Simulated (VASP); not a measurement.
# HgPt3 (Pm-3m) in VASP: single point with LDA

Aim: the single point of HgPt3 with LDA.

Program: VASP 6.6.1. These are calculated values, not measurements. Logs are shortened: lines on timing, memory, paths and dates and some standing lists are left out, and cuts for length are marked.

**1. The cell of the first run**

Symmetry: Pm-3m, No. 221, cubic system. Conventional cell: a = 3.973 Å, b = 3.973 Å, c = 3.973 Å, α = 90.00°, β = 90.00°, γ = 90.00°. Hg (site symmetry m-3m) has 12 Pt at 2.81 Å within 3.7 Å. Pt (site symmetry 4/mmm) has 4 Hg at 2.81 Å and 8 Pt at 2.81 Å within 3.7 Å.

**2. Single point, LDA**

INCAR

```
PREC = Accurate
ENCUT = 570
EDIFF = 1E-6
ISMEAR = 0
SIGMA = 0.15
LREAL = False
LASPH = True
NELM = 120
ALGO = Normal
ISIF = 2
LWAVE = False
LCHARG = True
LELF = True
LVHAR = True
NBANDS = 45
GGA_COMPAT = False
```

KPOINTS

```
regular mesh
0
Gamma
  12 12 12
```

POSCAR

```
HgPt3
1.0
    3.9726881452      0.0000000000      0.0000000000
    0.0000000000      3.9726881452      0.0000000000
    0.0000000000      0.0000000000      3.9726881452
Hg Pt
1 3
Direct
    0.0000000000      0.0000000000      0.0000000000
    0.0000000000      0.5000000000      0.5000000000
    0.5000000000      0.5000000000      0.0000000000
    0.5000000000      0.0000000000      0.5000000000
```

Potentials or basis: VASP PAW LDA potentials, release 64 (Hg_sv_GW, Pt_sv_GW).

On the command line:

```bash
cat potpaw_LDA.64/Hg_sv_GW/POTCAR potpaw_LDA.64/Pt_sv_GW/POTCAR > POTCAR
mpirun -np 1 vasp_std > vasp.out
```

OUTCAR:

```text
PREC = Accurate
   ENCUT = 570
   EDIFF = 1E-6
   ISMEAR = 0
   LREAL = False
   LASPH = True
   NELM = 120
   ISIF = 2

 ion  position               nearest neighbor table
   1  0.000  0.000  0.000-   2 2.81   3 2.81   4 2.81   2 2.81   4 2.81   2 2.81   3 2.81   2 2.81
                             3 2.81   4 2.81   4 2.81   3 2.81
   2  0.000  0.500  0.500-   1 2.81   3 2.81   4 2.81   1 2.81   3 2.81   1 2.81   4 2.81   1 2.81
                             3 2.81   4 2.81   3 2.81   4 2.81
   3  0.500  0.500  0.000-   1 2.81   2 2.81   4 2.81   2 2.81   4 2.81   1 2.81   4 2.81   4 2.81
                             1 2.81   2 2.81   2 2.81   1 2.81
   4  0.500  0.000  0.500-   1 2.81   2 2.81   3 2.81   1 2.81   3 2.81   2 2.81   3 2.81   3 2.81
                             1 2.81   2 2.81   1 2.81   2 2.81

  LATTYP: Found a simple cubic cell.
 ALAT       =     3.9726881452

  Lattice vectors:

 A1 = (   3.9726881452,   0.0000000000,   0.0000000000)
 A2 = (   0.0000000000,   3.9726881452,   0.0000000000)
 A3 = (   0.0000000000,   0.0000000000,   3.9726881452)

Analysis of symmetry for initial positions (statically):
=====================================================================
 Subroutine PRICEL returns:
 Original cell was already a primitive cell.

 Routine SETGRP: Setting up the symmetry group for a
 simple cubic supercell.

 Subroutine GETGRP returns: Found 48 space group operations
 (whereof 48 operations were pure point group operations)
 out of a pool of 48 trial point group operations.

The static configuration has the point symmetry O_h .

Analysis of symmetry for dynamics (positions and initial velocities):
=====================================================================
 Subroutine PRICEL returns:
 Original cell was already a primitive cell.

 Routine SETGRP: Setting up the symmetry group for a
 simple cubic supercell.

 Subroutine GETGRP returns: Found 48 space group operations
 (whereof 48 operations were pure point group operations)
 out of a pool of 48 trial point group operations.

The dynamic configuration has the point symmetry O_h .

 Subroutine INISYM returns: Found 48 space group operations
 (whereof 48 operations are pure point group operations),
 and found     1 'primitive' translations

----------------------------------------------------------------------------------------

                                     Primitive cell

  volume of cell :      62.6980

  direct lattice vectors                    reciprocal lattice vectors
     3.972688145  0.000000000  0.000000000     0.251718726  0.000000000  0.000000000
     0.000000000  3.972688145  0.000000000     0.000000000  0.251718726  0.000000000
     0.000000000  0.000000000  3.972688145     0.000000000  0.000000000  0.251718726

  length of vectors
     3.972688145  3.972688145  3.972688145     0.251718726  0.251718726  0.251718726

  position of ions in fractional coordinates (direct lattice)
     0.000000000  0.000000000  0.000000000
     0.000000000  0.500000000  0.500000000
     0.500000000  0.500000000  0.000000000
     0.500000000  0.000000000  0.500000000

  ion indices of the primitive-cell ions
   primitive index   ion index
                 1           1
                 2           2
                 3           3
                 4           4

----------------------------------------------------------------------------------------

 KPOINTS: regular mesh

Automatic generation of k-mesh.
 Grid dimensions read from file:
 generate k-points for:   12   12   12

 Generating k-lattice:

  Cartesian coordinates                     Fractional coordinates (reciprocal lattice)
     0.020976561  0.000000000  0.000000000     0.083333333  0.000000000  0.000000000
     0.000000000  0.020976561  0.000000000     0.000000000  0.083333333  0.000000000
     0.000000000  0.000000000  0.020976561     0.000000000  0.000000000  0.083333333

  Length of vectors
     0.020976561  0.020976561  0.020976561

  Shift w.r.t. Gamma in fractional coordinates (k-lattice)
     0.000000000  0.000000000  0.000000000

 Subroutine IBZKPT returns following result:
 ===========================================

 Found     84 irreducible k-points:

 Following reciprocal coordinates:
            Coordinates               Weight
  0.000000  0.000000  0.000000      1.000000
  0.083333  0.000000  0.000000      6.000000
  0.166667  0.000000  0.000000      6.000000
  0.250000  0.000000  0.000000      6.000000
  0.333333  0.000000  0.000000      6.000000
  0.416667  0.000000  0.000000      6.000000
[... 16 lines left out ...]
  0.333333  0.333333  0.000000     12.000000
  0.416667  0.333333  0.000000     24.000000
 [... further k-points ...]
   k-points           NKPTS =     84   k-points in BZ     NKDIM =     84   number of bands    NBANDS=     45
   number of dos      NEDOS =    301   number of ions     NIONS =      4
   total plane-waves  NPLWV =  32768
   dimension x,y,z NGX =    32 NGY =   32 NGZ =   32
   dimension x,y,z NGXF=    64 NGYF=   64 NGZF=   64
   ions per type =               1   3
   NGX,Y,Z   is equivalent  to a cutoff of  13.39, 13.39, 13.39 a.u.
   NGXF,Y,Z  is equivalent  to a cutoff of  26.78, 26.78, 26.78 a.u.
 SYSTEM =  unknown system
   PREC   = accura    normal or accurate (medium, high low for compatibility)
   ISTART =      0    job   : 0-new  1-cont  2-samecut
   ICHARG =      2    charge: 1-file 2-atom 10-const
   ISPIN  =      1    spin polarized calculation?
   LNONCOLLINEAR =      F non collinear calculations
   LSORBIT =      F    spin-orbit coupling
   LASPH  =      T    aspherical Exc in radial PAW
   ENCUT  =  570.0 eV  41.89 Ry    6.47 a.u.   7.73  7.73  7.73*2*pi/ulx,y,z
   NELM   =    120;   NELMIN=  2; NELMDL= -5     # of ELM steps
   EDIFF  = 0.1E-05   stopping-criterion for ELM
   LREAL  =      F    real-space projection
   EDIFFG = 0.1E-04   stopping-criterion for IOM
   NSW    =      0    number of steps for IOM
   IBRION =     -1    ionic relax: 0-MD 1-quasi-New 2-CG
   NFREE  =      0    steps in history (QN), initial steepest desc. (CG)
   ISIF   =      2    stress and relaxation
   ISYM   =      2    0-nonsym 1-usesym 2-fastsym
   POTIM  = 0.5000    time-step for ionic-motion
   TEBEG  =    0.0;   TEEND  =   0.0 temperature during run
   PSTRESS=    0.0 pullay stress
   NELECT =      74.0000    total number of electrons
   NUPDOWN=      -1.0000    fix difference up-down
   EMIN   =  10.00;   EMAX   =-10.00  energy-range for DOS
   EFERMI =   0.00;   METHOD = LEGACY
   ISMEAR =     0;   SIGMA  =   0.15  broadening in eV -4-tet -1-fermi 0-gaus
   EFERMI_NEDOS =   21; number of points for ismear=-14 and -15
   IALGO  =     38    algorithm
   IMIX   =      4    mixing-type and parameters
     AMIX     =   0.40;   BMIX     =  1.00
     AMIX_MAG =   1.60;   BMIX_MAG =  1.00
  volume/ion in A,a.u.               =      15.67       105.78
  Fermi-wavevector in a.u.,A,eV,Ry     =   1.730086  3.269388 40.724907  2.993196
  Thomas-Fermi vector in A             =   2.804708
   LORBIT       =      0    0 simple, 1 ext, 2 COOP (PROOUT), +10 PAW based schemes
   GGA     = CA    functional components
   LHFCALC =     F    Hartree Fock is set to
   AEXX    =    0.0000 exact exchange contribution
   IVDW    =     0    specifies the selected vdW correction
   LEPSILON=     F    determine dielectric tensor
   LRPA    =     F    only Hartree local field effects (RPA)
 non-spin polarized calculation
 Gauss-broadening in eV      SIGMA  =   0.15
  energy-cutoff  :      570.00
  volume of cell :       62.70
 maximum number of plane-waves:      1956
 NGX is ok and might be reduce to    32
   NGX = 15   NGY = 15   NGZ = 15

 number of electron      74.0000009 magnetization

 Free energy of the ion-electron system (eV)
  ---------------------------------------------------
  ext. energy  EPLUGINS =         0.00000000
  ---------------------------------------------------
  free energy    TOTEN  =       -22.95581558 eV

  energy without entropy =      -22.91334950  energy(sigma->0) =      -22.93458254

 E-fermi :   9.9491     XC(G=0): -14.1531

 val. band max:        9.9384224579   @ k =   0.5000   0.1667   0.0833
 cond. band min:       9.9564813931   @ k =   0.5000   0.3333   0.3333
 fundamental gap:      0.0180589352
 Fermi energy:         9.9491340371

 k-point     1 :       0.0000    0.0000    0.0000
  band No.  band energies     occupation
      1    -104.6947      2.00000
      2     -87.9645      2.00000
      3     -87.9342      2.00000
      4     -87.9342      2.00000
      5     -53.3284      2.00000
      6     -53.3284      2.00000
[... 37 lines left out ...]
     44      20.2568      0.00000
     45      20.2584      0.00000

 k-point     2 :       0.0833    0.0000    0.0000
  band No.  band energies     occupation
      1    -104.6947      2.00000
      2     -87.9634      2.00000
      3     -87.9346      2.00000
      4     -87.9342      2.00000
      5     -53.3284      2.00000
      6     -53.3284      2.00000
[... 37 lines left out ...]
     44      20.2966      0.00000
     45      20.3008      0.00000

 k-point     3 :       0.1667    0.0000    0.0000
  band No.  band energies     occupation
      1    -104.6947      2.00000
      2     -87.9619      2.00000
      3     -87.9362      2.00000
      4     -87.9348      2.00000
      5     -53.3285      2.00000
      6     -53.3283      2.00000
[... 37 lines left out ...]
     44      20.1550      0.00000
     45      20.1567      0.00000

 k-point     4 :       0.2500    0.0000    0.0000
  band No.  band energies     occupation
      1    -104.6947      2.00000
      2     -87.9601      2.00000
      3     -87.9385      2.00000
      4     -87.9350      2.00000
      5     -53.3286      2.00000
      6     -53.3283      2.00000
[... 901 lines left out ...]
     44      18.9601      0.00000
     45      22.1601      0.00000

 k-point    23 :       0.3333    0.3333    0.0000
  band No.  band energies     occupation
      1    -104.6947      2.00000
      2     -87.9522      2.00000
      3     -87.9418      2.00000
      4     -87.9385      2.00000
      5     -53.3289      2.00000
      6     -53.3286      2.00000
[... 37 lines left out ...]
     44      19.7931      0.00000
     45      21.4878      0.00000

 k-point    24 :       0.4167    0.3333    0.0000
  band No.  band energies     occupation
      1    -104.6947      2.00000
      2     -87.9501      2.00000
      3     -87.9434      2.00000
      4     -87.9394      2.00000
      5     -53.3289      2.00000
      6     -53.3287      2.00000
[... 37 lines left out ...]
     44      20.5024      0.00000
     45      20.6291      0.00000

 [... further k-points ...]

------------------------ aborting loop because EDIFF is reached ----------------------------------------

  FORCE on cell =-STRESS in cart. coord.  units (eV):
  Direction    XX          YY          ZZ          XY          YZ          ZX
  --------------------------------------------------------------------------------------
  -------------------------------------------------------------------------------------
  Total       -0.0338076     -0.0338076     -0.0338076      0.0000000      0.0000000     -0.0000000
  in kB       -0.8639166     -0.8639166     -0.8639166      0.0000000      0.0000000     -0.0000000
  external PRESSURE =      -0.8639166 kB  Pullay stress =       0.0000000 kB

 VOLUME and BASIS-vectors are now :
 -----------------------------------------------------------------------------
  energy-cutoff  :      570.00
  volume of cell :       62.70
      direct lattice vectors                 reciprocal lattice vectors
     3.972688145  0.000000000  0.000000000     0.251718726  0.000000000  0.000000000
     0.000000000  3.972688145  0.000000000     0.000000000  0.251718726  0.000000000
     0.000000000  0.000000000  3.972688145     0.000000000  0.000000000  0.251718726

 POSITION                                       TOTAL-FORCE (eV/Angst)
 -----------------------------------------------------------------------------------
      0.00000      0.00000      0.00000         0.000000      0.000000      0.000000
      0.00000      1.98634      1.98634         0.000000      0.000000      0.000000
      1.98634      1.98634      0.00000         0.000000      0.000000      0.000000
      1.98634      0.00000      1.98634         0.000000      0.000000      0.000000
 -----------------------------------------------------------------------------------
    total drift:                                0.000000     -0.000000     -0.000000

  FREE ENERGIE OF THE ION-ELECTRON SYSTEM (eV)
  ---------------------------------------------------
  free  energy   TOTEN  =       -22.9558155758 eV

  energy  without entropy=      -22.9133494984  energy(sigma->0) =      -22.93458254
```

Wall time 2 min (1 thread of AMD EPYC 9R45 (Zen 5), shared host); peak memory 0.33 GiB.

What came out:

```
Free energy            : -22.9558 eV
Pressure               : -0.1 GPa
Band gap on the k mesh : zero (bands 37 and 38 overlap by 1.03 eV)
```

Caveat: spin-orbit coupling is left out, which moves the levels of the heavy elements.
